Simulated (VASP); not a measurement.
# SrSiH6 (Fm-3m) in VASP: notebook

Aim: see how the results for SrSiH6 move with the level of theory and the settings. Levels: PBEsol, r2SCAN+rVV10. Tasks: relaxation of cell and atoms.

Program: VASP 6.6.1. These are calculated values, not measurements. Logs are shortened: lines on timing, memory, paths and dates and some standing lists are left out, and cuts for length are marked.

## (1) The cell of the first run

The structure is cubic, space group Fm-3m (No. 225). Conventional cell: a = 7.695 Å, b = 7.695 Å, c = 7.695 Å, α = 90.00°, β = 90.00°, γ = 90.00°. Sr (site symmetry m-3m) has 6 H at 1.91 Å within 2.5 Å. Within 2.6 Å of Si (site symmetry m-3m) lie 6 H at 1.94 Å. H (site symmetry 4mm) has 1 Sr at 1.91 Å and 1 Si at 1.94 Å within 2.5 Å.

## (2) Relaxation of cell and atoms, PBEsol

Contents of INCAR:

```
PREC = Accurate ; ENCUT = 600
EDIFF = 1E-6 ; ISMEAR = -1
SIGMA = 0.03 ; LREAL = False
LASPH = True ; NELM = 80
ALGO = Normal ; ISIF = 3
LWAVE = False ; LCHARG = False
GGA = PS ; IBRION = 2
NSW = 100 ; EDIFFG = -0.01
```

Contents of KPOINTS:

```
regular mesh
0
Gamma
  6 6 6
```

Contents of POSCAR:

```
SrSiH6
1.0
    0.0000000000      3.8476733300      3.8476733300
    3.8476733300      0.0000000000      3.8476733300
    3.8476733300      3.8476733300      0.0000000000
Sr Si H
1 1 6
Direct
    0.5000000000      0.5000000000      0.5000000000
    0.0000000000      0.0000000000      0.0000000000
    0.7476230800      0.2523769200      0.2523769200
    0.2523769200      0.7476230800      0.7476230800
    0.2523769200      0.7476230800      0.2523769200
    0.7476230800      0.2523769200      0.7476230800
    0.2523769200      0.2523769200      0.7476230800
    0.7476230800      0.7476230800      0.2523769200
```

Potentials or basis: VASP PAW PBE potentials, release 64 (Sr_sv, Si, H).

Run with:

```bash
> cat potpaw_PBE.64/Sr_sv/POTCAR potpaw_PBE.64/Si/POTCAR potpaw_PBE.64/H/POTCAR > POTCAR
> mpirun -np 1 vasp_std > vasp.out
```

OUTCAR:

```text
PREC = Accurate
   ENCUT = 600
   EDIFF = 1E-6
   ISMEAR = -1
   LREAL = False
   LASPH = True
   NELM = 80
   ISIF = 3
   GGA = PS
   IBRION = 2
   NSW = 100
   EDIFFG = -0.01

 ion  position               nearest neighbor table
   1  0.500  0.500  0.500-   3 1.91   4 1.91   5 1.91   6 1.91   7 1.91   8 1.91   2 3.85   2 3.85
                             2 3.85   2 3.85   2 3.85   2 3.85
   2  0.000  0.000  0.000-   3 1.94   4 1.94   5 1.94   6 1.94   7 1.94   8 1.94   1 3.85   1 3.85
                             1 3.85   1 3.85   1 3.85   1 3.85
   3  0.748  0.252  0.252-   1 1.91   2 1.94
   4  0.252  0.748  0.748-   1 1.91   2 1.94
   5  0.252  0.748  0.252-   1 1.91   2 1.94
   6  0.748  0.252  0.748-   1 1.91   2 1.94
   7  0.252  0.252  0.748-   1 1.91   2 1.94
   8  0.748  0.748  0.252-   1 1.91   2 1.94

  LATTYP: Found a face centered cubic cell.
 ALAT       =     7.6953466600

  Lattice vectors:

 A1 = (   0.0000000000,   3.8476733300,   3.8476733300)
 A2 = (   3.8476733300,   0.0000000000,   3.8476733300)
 A3 = (   3.8476733300,   3.8476733300,   0.0000000000)

Analysis of symmetry for initial positions (statically):
=====================================================================
 Subroutine PRICEL returns:
 Original cell was already a primitive cell.

 Routine SETGRP: Setting up the symmetry group for a
 face centered cubic supercell.

 Subroutine GETGRP returns: Found 48 space group operations
 (whereof 48 operations were pure point group operations)
 out of a pool of 48 trial point group operations.

The static configuration has the point symmetry O_h .

Analysis of symmetry for dynamics (positions and initial velocities):
=====================================================================
 Subroutine PRICEL returns:
 Original cell was already a primitive cell.

 Routine SETGRP: Setting up the symmetry group for a
 face centered cubic supercell.

 Subroutine GETGRP returns: Found 48 space group operations
 (whereof 48 operations were pure point group operations)
 out of a pool of 48 trial point group operations.

The dynamic configuration has the point symmetry O_h .

 Subroutine INISYM returns: Found 48 space group operations
 (whereof 48 operations are pure point group operations),
 and found     1 'primitive' translations

----------------------------------------------------------------------------------------

                                     Primitive cell

  volume of cell :     113.9265

  direct lattice vectors                    reciprocal lattice vectors
     0.000000000  3.847673330  3.847673330    -0.129948662  0.129948662  0.129948662
     3.847673330  0.000000000  3.847673330     0.129948662 -0.129948662  0.129948662
     3.847673330  3.847673330  0.000000000     0.129948662  0.129948662 -0.129948662

  length of vectors
     5.441431807  5.441431807  5.441431807     0.225077684  0.225077684  0.225077684

  position of ions in fractional coordinates (direct lattice)
     0.500000000  0.500000000  0.500000000
     0.000000000  0.000000000  0.000000000
     0.747623080  0.252376920  0.252376920
     0.252376920  0.747623080  0.747623080
     0.252376920  0.747623080  0.252376920
     0.747623080  0.252376920  0.747623080
     0.252376920  0.252376920  0.747623080
     0.747623080  0.747623080  0.252376920

  ion indices of the primitive-cell ions
   primitive index   ion index
                 1           1
                 2           2
                 3           3
                 4           4
                 5           5
                 6           6
                 7           7
                 8           8

----------------------------------------------------------------------------------------

 KPOINTS: regular mesh

Automatic generation of k-mesh.
 Grid dimensions read from file:
 generate k-points for:    6    6    6

 Generating k-lattice:

  Cartesian coordinates                     Fractional coordinates (reciprocal lattice)
    -0.021658110  0.021658110  0.021658110     0.166666667  0.000000000  0.000000000
     0.021658110 -0.021658110  0.021658110     0.000000000  0.166666667  0.000000000
     0.021658110  0.021658110 -0.021658110     0.000000000  0.000000000  0.166666667

  Length of vectors
     0.037512947  0.037512947  0.037512947

  Shift w.r.t. Gamma in fractional coordinates (k-lattice)
     0.000000000  0.000000000  0.000000000

 Subroutine IBZKPT returns following result:
 ===========================================

 Found     16 irreducible k-points:

 Following reciprocal coordinates:
            Coordinates               Weight
  0.000000  0.000000  0.000000      1.000000
  0.166667  0.000000  0.000000      8.000000
  0.333333  0.000000  0.000000      8.000000
  0.500000  0.000000  0.000000      4.000000
  0.166667  0.166667  0.000000      6.000000
  0.333333  0.166667  0.000000     24.000000
[... 8 lines left out ...]
 -0.333333  0.333333  0.166667     24.000000
 -0.333333  0.500000  0.166667     12.000000
   k-points           NKPTS =     16   k-points in BZ     NKDIM =     16   number of bands    NBANDS=     15
   number of dos      NEDOS =    301   number of ions     NIONS =      8
   total plane-waves  NPLWV = 110592
   dimension x,y,z NGX =    48 NGY =   48 NGZ =   48
   dimension x,y,z NGXF=    96 NGYF=   96 NGZF=   96
   ions per type =               1   1   6
   NGX,Y,Z   is equivalent  to a cutoff of  14.66, 14.66, 14.66 a.u.
   NGXF,Y,Z  is equivalent  to a cutoff of  29.33, 29.33, 29.33 a.u.
 SYSTEM =  unknown system
   PREC   = accura    normal or accurate (medium, high low for compatibility)
   ISTART =      0    job   : 0-new  1-cont  2-samecut
   ICHARG =      2    charge: 1-file 2-atom 10-const
   ISPIN  =      1    spin polarized calculation?
   LNONCOLLINEAR =      F non collinear calculations
   LSORBIT =      F    spin-orbit coupling
   LASPH  =      T    aspherical Exc in radial PAW
   ENCUT  =  600.0 eV  44.10 Ry    6.64 a.u.  10.87 10.87 10.87*2*pi/ulx,y,z
   NELM   =     80;   NELMIN=  2; NELMDL= -5     # of ELM steps
   EDIFF  = 0.1E-05   stopping-criterion for ELM
   LREAL  =      F    real-space projection
   EDIFFG = -.1E-01   stopping-criterion for IOM
   NSW    =    100    number of steps for IOM
   IBRION =      2    ionic relax: 0-MD 1-quasi-New 2-CG
   NFREE  =      1    steps in history (QN), initial steepest desc. (CG)
   ISIF   =      3    stress and relaxation
   ISYM   =      2    0-nonsym 1-usesym 2-fastsym
   POTIM  = 0.5000    time-step for ionic-motion
   TEBEG  =    0.0;   TEEND  =   0.0 temperature during run
   PSTRESS=    0.0 pullay stress
   NELECT =      20.0000    total number of electrons
   NUPDOWN=      -1.0000    fix difference up-down
   EMIN   =  10.00;   EMAX   =-10.00  energy-range for DOS
   EFERMI =   0.00;   METHOD = LEGACY
   ISMEAR =    -1;   SIGMA  =   0.03  broadening in eV -4-tet -1-fermi 0-gaus
   EFERMI_NEDOS =   21; number of points for ismear=-14 and -15
   IALGO  =     38    algorithm
   IMIX   =      4    mixing-type and parameters
     AMIX     =   0.40;   BMIX     =  1.00
     AMIX_MAG =   1.60;   BMIX_MAG =  1.00
  volume/ion in A,a.u.               =      14.24        96.10
  Fermi-wavevector in a.u.,A,eV,Ry     =   0.916664  1.732243 11.432596  0.840272
  Thomas-Fermi vector in A             =   2.041545
   LORBIT       =      0    0 simple, 1 ext, 2 COOP (PROOUT), +10 PAW based schemes
   GGA     = PS    functional components
   LHFCALC =     F    Hartree Fock is set to
   AEXX    =    0.0000 exact exchange contribution
   IVDW    =     0    specifies the selected vdW correction
   LEPSILON=     F    determine dielectric tensor
   LRPA    =     F    only Hartree local field effects (RPA)
 conjugate gradient relaxation of ions
 non-spin polarized calculation
  energy-cutoff  :      600.00
  volume of cell :      113.93
 maximum number of plane-waves:      3839
 NGX is ok and might be reduce to    48
   NGX = 21   NGY = 21   NGZ = 21

--------------------------------------- Ionic step        1  -------------------------------------------

 number of electron      20.0000000 magnetization

 Free energy of the ion-electron system (eV)
  ---------------------------------------------------
  ext. energy  EPLUGINS =         0.00000000
  ---------------------------------------------------
  free energy    TOTEN  =       -22.88960365 eV

  energy without entropy =      -22.88960142  energy(sigma->0) =      -22.88960254

------------------------ aborting loop because EDIFF is reached ----------------------------------------

  FORCE on cell =-STRESS in cart. coord.  units (eV):
  Direction    XX          YY          ZZ          XY          YZ          ZX
  --------------------------------------------------------------------------------------
  -------------------------------------------------------------------------------------
  Total        0.5870697      0.5870697      0.5870697      0.0000000      0.0000000      0.0000000
  in kB        8.2561143      8.2561143      8.2561143      0.0000000      0.0000000      0.0000000
  external PRESSURE =       8.2561143 kB  Pullay stress =       0.0000000 kB
[... 107 lines left out ...]
  FREE ENERGIE OF THE ION-ELECTRON SYSTEM (eV)
  ---------------------------------------------------
  free  energy   TOTEN  =       -27.8916389317 eV

  energy  without entropy=      -27.8916389316  energy(sigma->0) =      -27.89163893

 E-fermi :   0.0579     XC(G=0):  -7.0581

 val. band max:       -0.7354248391   @ k =  -0.3333   0.1667   0.0000
 cond. band min:       1.3128285037   @ k =   0.0000   0.0000   0.0000
 fundamental gap:      2.0482533428
 Fermi energy:         0.0579468015

 k-point     1 :       0.0000    0.0000    0.0000
  band No.  band energies     occupation
      1     -34.8826      2.00000
      2     -16.9634      2.00000
      3     -16.9634      2.00000
      4     -16.9634      2.00000
      5      -9.3358      2.00000
      6      -3.8509      2.00000
      7      -3.8509      2.00000
      8      -3.8509      2.00000
      9      -1.6176      2.00000
     10      -1.6176      2.00000
     11       1.3128      0.00000
     12       3.1012      0.00000
     13       3.1012      0.00000
     14       3.1012      0.00000
[... 257 lines left out ...]
      2     -16.9763      2.00000
      3     -16.9721      2.00000
      4     -16.9710      2.00000
      5      -9.0742      2.00000
      6      -4.3891      2.00000
      7      -4.2595      2.00000
      8      -4.1240      2.00000
      9      -1.8298      2.00000
     10      -1.0739      2.00000
     11       2.7206      0.00000
     12       3.4515      0.00000
     13       3.9344      0.00000
     14       5.0474      0.00000
     15       5.6507      0.00000

[... ionic steps 4 to 7 ...]

--------------------------------------- Ionic step        8  -------------------------------------------

 number of electron      19.9999999 magnetization

------------------------ aborting loop because EDIFF is reached ----------------------------------------
[... 79 lines left out ...]
--------------------------------------- Ionic step       10  -------------------------------------------

 number of electron      19.9999999 magnetization

 Free energy of the ion-electron system (eV)
  ---------------------------------------------------
  ext. energy  EPLUGINS =         0.00000000
  ---------------------------------------------------
  free energy    TOTEN  =       -27.91738001 eV

  energy without entropy =      -27.91738001  energy(sigma->0) =      -27.91738001

 E-fermi :  -0.0745     XC(G=0):  -6.9353

 val. band max:       -0.8787942939   @ k =  -0.3333   0.1667   0.0000
 cond. band min:       1.0909239630   @ k =   0.0000   0.0000   0.0000
 fundamental gap:      1.9697182568
 Fermi energy:        -0.0744681078

 k-point     1 :       0.0000    0.0000    0.0000
  band No.  band energies     occupation
      1     -35.1475      2.00000
      2     -17.2067      2.00000
      3     -17.2067      2.00000
      4     -17.2067      2.00000
      5      -9.3850      2.00000
      6      -3.9634      2.00000
      7      -3.9634      2.00000
      8      -3.9634      2.00000
      9      -1.6808      2.00000
     10      -1.6808      2.00000
     11       1.0909      0.00000
     12       2.9824      0.00000
     13       2.9824      0.00000
     14       2.9824      0.00000
[... 304 lines left out ...]
  FREE ENERGIE OF THE ION-ELECTRON SYSTEM (eV)
  ---------------------------------------------------
  free  energy   TOTEN  =       -27.9173800055 eV

  energy  without entropy=      -27.9173800055  energy(sigma->0) =      -27.91738001

 reached required accuracy - stopping structural energy minimisation
```

Wall time 8.4 min (1 thread of Oxide Virtual Turin-like, shared host); peak memory 0.32 GiB.

Results:

```yaml
Free_energy: -27.9174 eV
Relaxed_volume: 15.04 Å³/atom
Relaxed_cell: a = 5.542 Å, b = 5.542 Å, c = 5.542 Å, α = 60.00°, β = 60.00°, γ = 60.00°
Space_group_after_relaxing_to_0.1_Å: Fm-3m (No. 225)
Energy_gained_by_relaxing: 628.5 meV/atom
Ionic_steps: 10
Pressure_after_relaxing: 0.0 GPa
Band_gap_on_the_k_mesh: 1.97 eV (least direct gap 2.77 eV)
```

Step by step:
| step | energy change (eV) | largest force (eV/Å) | pressure (GPa) | volume (Å³) |
| --- | --- | --- | --- | --- |
| 1 | 0.0000 | 4.1499 | 0.83 | 113.93 |
| 2 | -3.8434 | 2.1880 | -1.77 | 115.14 |
| 3 | -5.0020 | 0.2524 | 1.69 | 116.27 |
| 4 | -5.0126 | 0.0413 | 1.07 | 116.15 |
| 5 | -5.0122 | 0.0745 | 1.30 | 116.20 |
| 6 | -5.0251 | 0.0079 | 0.46 | 118.57 |
| 7 | -5.0270 | 0.0554 | -0.02 | 120.00 |
| 8 | -5.0270 | 0.0529 | 0.00 | 119.93 |
| 9 | -5.0277 | 0.0126 | 0.02 | 120.23 |
| 10 | -5.0278 | 0.0019 | 0.03 | 120.34 |

Final structure:
```cif
data_structure
_symmetry_space_group_name_H-M 'P 1'
_symmetry_Int_Tables_number 1
_cell_length_a 5.5416
_cell_length_b 5.5416
_cell_length_c 5.5416
_cell_angle_alpha 60.000
_cell_angle_beta 60.000
_cell_angle_gamma 60.000
_cell_volume 120.34
loop_
_atom_site_label
_atom_site_type_symbol
_atom_site_fract_x
_atom_site_fract_y
_atom_site_fract_z
_atom_site_occupancy
Sr1 Sr 0.50000 0.50000 0.50000 1
Si1 Si 0.00000 0.00000 0.00000 1
H1 H 0.79672 0.20328 0.20328 1
H2 H 0.20328 0.79672 0.79672 1
H3 H 0.20328 0.79672 0.20328 1
H4 H 0.79672 0.20328 0.79672 1
H5 H 0.20328 0.20328 0.79672 1
H6 H 0.79672 0.79672 0.20328 1
```

Caveat: the PAW data sets were made with another functional, which shifts forces and pressure a little. A k mesh can miss the band edges.

(Part 1 of 2 ends here.)
